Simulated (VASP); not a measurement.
# Ge (P4_122) in VASP: a series of runs

The runs below take Ge through relaxation of cell and atoms, single point, with PBE.

Program: VASP 6.6.1. These are calculated values, not measurements. Logs are shortened: lines on timing, memory, paths and dates and some standing lists are left out, and cuts for length are marked.

## (1) The cell of the first run

The structure is tetragonal, space group P4_122 (No. 91). The conventional cell has a = 4.708 Å, b = 4.708 Å, c = 3.635 Å, α = 90.00°, β = 90.00°, γ = 90.00°. Within 3.1 Å of Ge (site symmetry 2) lie 4 Ge at 2.37 to 2.43 Å.

## (2) Relaxation of cell and atoms, PBE

File INCAR:

```
SYSTEM = Ge
PREC     = Accurate       ! precision mode
ENCUT    = 600            ! plane-wave cutoff, eV
EDIFF    = 1E-7           ! SCF threshold, eV
ISMEAR   = 0              ! smearing method
SIGMA    = 0.1            ! smearing width, eV
LREAL    = .False.        ! projectors in reciprocal space
LASPH    = .True.         ! aspherical terms in the spheres
NELM     = 60             ! most SCF steps
ALGO     = Normal         ! electronic algorithm
ISIF     = 3              ! what is computed and relaxed
LWAVE    = .False.        ! write WAVECAR
LCHARG   = .False.        ! write CHGCAR
GGA      = PE             ! functional
IBRION   = 2              ! ionic algorithm
NSW      = 90             ! ionic steps
EDIFFG   = -0.04          ! ionic threshold
```

File KPOINTS:

```
regular mesh
0
Gamma
  4 4 6
  0 0 0
```

File POSCAR:

```
Ge
1.0
    4.7082642400      0.0000000000      0.0000000000
    0.0000000000      4.7082642400      0.0000000000
    0.0000000000      0.0000000000      3.6349552700
Ge
4
Direct
    0.3384865200      0.0000000000      0.7500000000
    0.6615134800      0.0000000000      0.2500000000
    0.0000000000      0.3384865200      0.0000000000
    0.0000000000      0.6615134800      0.5000000000
```

Potentials or basis: VASP PAW PBE potentials, release 64 (Ge_d).

Started as:

```console
$ cat potpaw_PBE.64/Ge_d/POTCAR > POTCAR
$ mpirun -np 1 vasp_std > vasp.out
```

OUTCAR:

```text
SYSTEM = Ge
   PREC = Accurate
   ENCUT = 600
   EDIFF = 1E-7
   ISMEAR = 0
   LREAL = .False.
   LASPH = .True.
   NELM = 60
   ISIF = 3
   GGA = PE
   IBRION = 2
   NSW = 90
   EDIFFG = -0.04

 ion  position               nearest neighbor table
   1  0.338  0.000  0.750-   2 2.37   2 2.37   4 2.43   3 2.43
   2  0.662  0.000  0.250-   1 2.37   1 2.37   4 2.43   3 2.43
   3  0.000  0.338  0.000-   4 2.37   4 2.37   1 2.43   2 2.43
   4  0.000  0.662  0.500-   3 2.37   3 2.37   1 2.43   2 2.43

  LATTYP: Found a simple tetragonal cell.
 ALAT       =     4.7082642400
 C/A-ratio  =     0.7720372275

  Lattice vectors:

 A1 = (   4.7082642400,   0.0000000000,   0.0000000000)
 A2 = (   0.0000000000,   4.7082642400,   0.0000000000)
 A3 = (   0.0000000000,   0.0000000000,   3.6349552700)

Analysis of symmetry for initial positions (statically):
=====================================================================
 Subroutine PRICEL returns:
 Original cell was already a primitive cell.

 Routine SETGRP: Setting up the symmetry group for a
 simple tetragonal supercell.

 Subroutine GETGRP returns: Found  8 space group operations
 (whereof  2 operations were pure point group operations)
 out of a pool of 16 trial point group operations.

The static configuration has the point symmetry C_2 .
 The point group associated with its full space group is D_4 .

Analysis of symmetry for dynamics (positions and initial velocities):
=====================================================================
 Subroutine PRICEL returns:
 Original cell was already a primitive cell.

 Routine SETGRP: Setting up the symmetry group for a
 simple tetragonal supercell.

 Subroutine GETGRP returns: Found  8 space group operations
 (whereof  2 operations were pure point group operations)
 out of a pool of 16 trial point group operations.

The dynamic configuration has the point symmetry C_2 .
 The point group associated with its full space group is D_4 .

 Subroutine INISYM returns: Found  8 space group operations
 (whereof  2 operations are pure point group operations),
 and found     1 'primitive' translations

----------------------------------------------------------------------------------------

                                     Primitive cell

  volume of cell :      80.5788

  direct lattice vectors                    reciprocal lattice vectors
     4.708264240  0.000000000  0.000000000     0.212392497  0.000000000  0.000000000
     0.000000000  4.708264240  0.000000000     0.000000000  0.212392497  0.000000000
     0.000000000  0.000000000  3.634955270     0.000000000  0.000000000  0.275106549

  length of vectors
     4.708264240  4.708264240  3.634955270     0.212392497  0.212392497  0.275106549

  position of ions in fractional coordinates (direct lattice)
     0.338486520  0.000000000  0.750000000
     0.661513480  0.000000000  0.250000000
     0.000000000  0.338486520  0.000000000
     0.000000000  0.661513480  0.500000000

  ion indices of the primitive-cell ions
   primitive index   ion index
                 1           1
                 2           2
                 3           3
                 4           4

----------------------------------------------------------------------------------------

 KPOINTS: regular mesh

Automatic generation of k-mesh.
 Grid dimensions read from file:
 generate k-points for:    4    4    6

 Generating k-lattice:

  Cartesian coordinates                     Fractional coordinates (reciprocal lattice)
     0.053098124  0.000000000  0.000000000     0.250000000  0.000000000  0.000000000
     0.000000000  0.053098124  0.000000000     0.000000000  0.250000000  0.000000000
     0.000000000  0.000000000  0.045851091     0.000000000  0.000000000  0.166666667

  Length of vectors
     0.053098124  0.053098124  0.045851091

  Shift w.r.t. Gamma in fractional coordinates (k-lattice)
     0.000000000  0.000000000  0.000000000

 Subroutine IBZKPT returns following result:
 ===========================================

 Found     24 irreducible k-points:

 Following reciprocal coordinates:
            Coordinates               Weight
  0.000000  0.000000  0.000000      1.000000
  0.250000  0.000000  0.000000      4.000000
  0.500000  0.000000  0.000000      2.000000
  0.250000  0.250000  0.000000      4.000000
  0.500000  0.250000  0.000000      4.000000
  0.500000  0.500000  0.000000      1.000000
[... 16 lines left out ...]
  0.500000  0.250000  0.500000      4.000000
  0.500000  0.500000  0.500000      1.000000
   k-points           NKPTS =     24   k-points in BZ     NKDIM =     24   number of bands    NBANDS=     33
   number of dos      NEDOS =    301   number of ions     NIONS =      4
   total plane-waves  NPLWV =  48000
   dimension x,y,z NGX =    40 NGY =   40 NGZ =   30
   dimension x,y,z NGXF=    80 NGYF=   80 NGZF=   60
   ions per type =               4
   NGX,Y,Z   is equivalent  to a cutoff of  14.12, 14.12, 13.72 a.u.
   NGXF,Y,Z  is equivalent  to a cutoff of  28.25, 28.25, 27.44 a.u.
 SYSTEM =  Ge
   PREC   = accura    normal or accurate (medium, high low for compatibility)
   ISTART =      0    job   : 0-new  1-cont  2-samecut
   ICHARG =      2    charge: 1-file 2-atom 10-const
   ISPIN  =      1    spin polarized calculation?
   LNONCOLLINEAR =      F non collinear calculations
   LSORBIT =      F    spin-orbit coupling
   LASPH  =      T    aspherical Exc in radial PAW
   ENCUT  =  600.0 eV  44.10 Ry    6.64 a.u.   9.40  9.40  7.26*2*pi/ulx,y,z
   NELM   =     60;   NELMIN=  2; NELMDL= -5     # of ELM steps
   EDIFF  = 0.1E-06   stopping-criterion for ELM
   LREAL  =      F    real-space projection
   EDIFFG = -.4E-01   stopping-criterion for IOM
   NSW    =     90    number of steps for IOM
   IBRION =      2    ionic relax: 0-MD 1-quasi-New 2-CG
   NFREE  =      1    steps in history (QN), initial steepest desc. (CG)
   ISIF   =      3    stress and relaxation
   ISYM   =      2    0-nonsym 1-usesym 2-fastsym
   POTIM  = 0.5000    time-step for ionic-motion
   TEBEG  =    0.0;   TEEND  =   0.0 temperature during run
   PSTRESS=    0.0 pullay stress
   NELECT =      56.0000    total number of electrons
   NUPDOWN=      -1.0000    fix difference up-down
   EMIN   =  10.00;   EMAX   =-10.00  energy-range for DOS
   EFERMI =   0.00;   METHOD = LEGACY
   ISMEAR =     0;   SIGMA  =   0.10  broadening in eV -4-tet -1-fermi 0-gaus
   EFERMI_NEDOS =   21; number of points for ismear=-14 and -15
   IALGO  =     38    algorithm
   IMIX   =      4    mixing-type and parameters
     AMIX     =   0.40;   BMIX     =  1.00
     AMIX_MAG =   1.60;   BMIX_MAG =  1.00
  volume/ion in A,a.u.               =      20.14       135.94
  Fermi-wavevector in a.u.,A,eV,Ry     =   1.450098  2.740287 28.610104  2.102783
  Thomas-Fermi vector in A             =   2.567749
   LORBIT       =      0    0 simple, 1 ext, 2 COOP (PROOUT), +10 PAW based schemes
   GGA     = PE    functional components
   LHFCALC =     F    Hartree Fock is set to
   AEXX    =    0.0000 exact exchange contribution
   IVDW    =     0    specifies the selected vdW correction
   LEPSILON=     F    determine dielectric tensor
   LRPA    =     F    only Hartree local field effects (RPA)
 conjugate gradient relaxation of ions
 non-spin polarized calculation
 Gauss-broadening in eV      SIGMA  =   0.10
  energy-cutoff  :      600.00
  volume of cell :       80.58
 maximum number of plane-waves:      2706
 NGX is ok and might be reduce to    40
   NGX = 19   NGY = 19   NGZ = 15

--------------------------------------- Ionic step        1  -------------------------------------------

 number of electron      55.9999978 magnetization

 Free energy of the ion-electron system (eV)
  ---------------------------------------------------
  ext. energy  EPLUGINS =         0.00000000
  ---------------------------------------------------
  free energy    TOTEN  =       -16.54334003 eV

  energy without entropy =      -16.53987346  energy(sigma->0) =      -16.54160675

 E-fermi :   5.9177     XC(G=0): -10.5644

 val. band max:        5.8959125872   @ k =   0.5000   0.2500   0.0000
 cond. band min:       6.1919490143   @ k =   0.0000   0.0000   0.5000
 fundamental gap:      0.2960364271
 Fermi energy:         5.9176642831

 k-point     1 :       0.0000    0.0000    0.0000
  band No.  band energies     occupation
      1     -18.9720      2.00000
      2     -18.9720      2.00000
      3     -18.8957      2.00000
      4     -18.8544      2.00000
      5     -18.8247      2.00000
      6     -18.8149      2.00000
[... 25 lines left out ...]
     32       9.9244      0.00000
     33      10.1071      0.00000
[... 1029 lines left out ...]
 VOLUME and BASIS-vectors are now :
 -----------------------------------------------------------------------------
  energy-cutoff  :      600.00
  volume of cell :       95.02
      direct lattice vectors                 reciprocal lattice vectors
     4.902615861  0.000000000 -0.000000000     0.203972742  0.000000000  0.000000000
     0.000000000  4.902615861 -0.000000000    -0.000000000  0.203972742 -0.000000000
     0.000000000  0.000000000  3.953183852     0.000000000  0.000000000  0.252960661

 POSITION                                       TOTAL-FORCE (eV/Angst)
 -----------------------------------------------------------------------------------
      1.67648      0.00000      2.96489        -0.024229     -0.000000      0.000000
      3.22613      0.00000      0.98830         0.024229     -0.000000     -0.000000
      0.00000      1.67648     -0.00000         0.000000     -0.024229      0.000000
      0.00000      3.22613      1.97659         0.000000      0.024229     -0.000000
 -----------------------------------------------------------------------------------
    total drift:                               -0.000000      0.000000      0.000000

  FREE ENERGIE OF THE ION-ELECTRON SYSTEM (eV)
  ---------------------------------------------------
  free  energy   TOTEN  =       -17.1282771786 eV

  energy  without entropy=      -17.1251424005  energy(sigma->0) =      -17.12670979

--------------------------------------- Ionic step        7  -------------------------------------------

 number of electron      56.0000019 magnetization

 Free energy of the ion-electron system (eV)
  ---------------------------------------------------
  ext. energy  EPLUGINS =         0.00000000
  ---------------------------------------------------
  free energy    TOTEN  =       -17.12920880 eV

  energy without entropy =      -17.12621837  energy(sigma->0) =      -17.12771358

 E-fermi :   4.4730     XC(G=0):  -9.8232

 val. band max:        4.4210218634   @ k =   0.0000   0.0000   0.0000
 cond. band min:       4.5028131200   @ k =   0.5000   0.2500   0.0000
 fundamental gap:      0.0817912566
 Fermi energy:         4.4730060317

 k-point     1 :       0.0000    0.0000    0.0000
  band No.  band energies     occupation
      1     -20.2858      2.00000
      2     -20.2858      2.00000
      3     -20.2524      2.00000
      4     -20.2293      2.00000
      5     -20.2107      2.00000
      6     -20.2019      2.00000
[... 25 lines left out ...]
     32       7.7449      0.00000
     33       8.3337      0.00000
[... 839 lines left out ...]
 VOLUME and BASIS-vectors are now :
 -----------------------------------------------------------------------------
  energy-cutoff  :      600.00
  volume of cell :       94.47
      direct lattice vectors                 reciprocal lattice vectors
     4.885966514  0.000000000 -0.000000000     0.204667796 -0.000000000  0.000000000
     0.000000000  4.885966514 -0.000000000    -0.000000000  0.204667796  0.000000000
    -0.000000000 -0.000000000  3.957079552     0.000000000  0.000000000  0.252711624

 POSITION                                       TOTAL-FORCE (eV/Angst)
 -----------------------------------------------------------------------------------
      1.67089     -0.00000      2.96781        -0.007221     -0.000000      0.000000
      3.21508     -0.00000      0.98927         0.007221      0.000000     -0.000000
      0.00000      1.67089     -0.00000        -0.000000     -0.007221      0.000000
     -0.00000      3.21508      1.97854        -0.000000      0.007221     -0.000000
 -----------------------------------------------------------------------------------
    total drift:                               -0.000000      0.000000     -0.000000

  FREE ENERGIE OF THE ION-ELECTRON SYSTEM (eV)
  ---------------------------------------------------
  free  energy   TOTEN  =       -17.1292087970 eV

  energy  without entropy=      -17.1262183713  energy(sigma->0) =      -17.12771358

 reached required accuracy - stopping structural energy minimisation
```

Wall time 2.9 min (1 thread of Intel Xeon 6975P-C (Granite Rapids), shared host); peak memory 0.23 GiB.

Results:

```
Free energy                            : -17.1292 eV
Relaxed volume                         : 23.62 Å³/atom
Relaxed cell                           : a = 4.886 Å, b = 4.886 Å, c = 3.957 Å, α = 90.00°, β = 90.00°, γ = 90.00°
Space group after relaxing (to 0.05 Å) : P4_122 (No. 91)
Energy gained by relaxing              : 146.5 meV/atom
Ionic steps                            : 7
Pressure after relaxing                : 0.0 GPa
Largest force after relaxing           : 0.007 eV/Å
Band gap on the k mesh                 : zero (band 28 reaches 4.99 eV, above the bottom of band 29 at 4.23 eV)
```

Forces on the atoms (eV/Å):
```
Ge  -0.007  0.000  0.000
Ge   0.007  0.000  0.000
Ge   0.000 -0.007  0.000
Ge   0.000  0.007  0.000
```

Step by step:
```tsv
step	energy change (eV)	largest force (eV/Å)	pressure (GPa)	volume (Å³)
1	0.0000	0.0198	13.59	80.58
2	-0.4839	0.2302	-3.63	102.11
3	-0.5770	0.2212	-0.03	94.81
4	-0.5770	0.2224	-0.20	95.11
5	-0.5838	0.0683	-0.25	95.05
6	-0.5849	0.0242	-0.25	95.02
7	-0.5859	0.0072	0.02	94.47
```

Final structure:
```
CELL_PARAMETERS angstrom
4.88597 0.00000 0.00000
0.00000 4.88597 0.00000
0.00000 0.00000 3.95708
ATOMIC_POSITIONS crystal
Ge 0.34198 0.00000 0.75000
Ge 0.65802 0.00000 0.25000
Ge 0.00000 0.34198 0.00000
Ge 0.00000 0.65802 0.50000
```

Caveat: the volume moved by over 15 % at a fixed basis, so the end points are rough.

(Continued in part 2 of 2.)
